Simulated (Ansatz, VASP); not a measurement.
**One calculation of SnO2, two programs**

```
CELL_PARAMETERS angstrom
3.56233 0.00000 0.00000
0.00000 3.56233 0.00000
0.00000 0.00000 2.85401
ATOMIC_POSITIONS crystal
Sn 0.00000 0.00000 0.50000
O 0.50000 0.00000 0.00000
O 0.00000 0.50000 0.00000
```

Alike in both runs: functional PBE; k mesh 14 × 14 × 16; occupations gaussian, width 0.1 eV; no spin polarisation.

Ansatz relaxed the structure, and its values are those at the end. VASP's run is a single point on that final structure, the one shown.

|  | VASP | Ansatz |
| --- | --- | --- |
| version | VASP 6.6.1 | Ansatz 0.2.0 |
| potentials or method | VASP PAW PBE potentials, release 64 (Sn_d, O), cutoff 520 eV | scalar-relativistic, plane waves, PAW |
| valence electrons in the cell | 26 | 26 |

```csv
,VASP,Ansatz,Ansatz less VASP
gap on the k mesh at the Fermi level (eV),none,none,-
pressure (GPa),0.4,0.0,-0.35
```

A gap of «none» marks a metal or a gap that the smearing closes. The functional is the same, so the differences come from potentials, cutoffs and numerics.
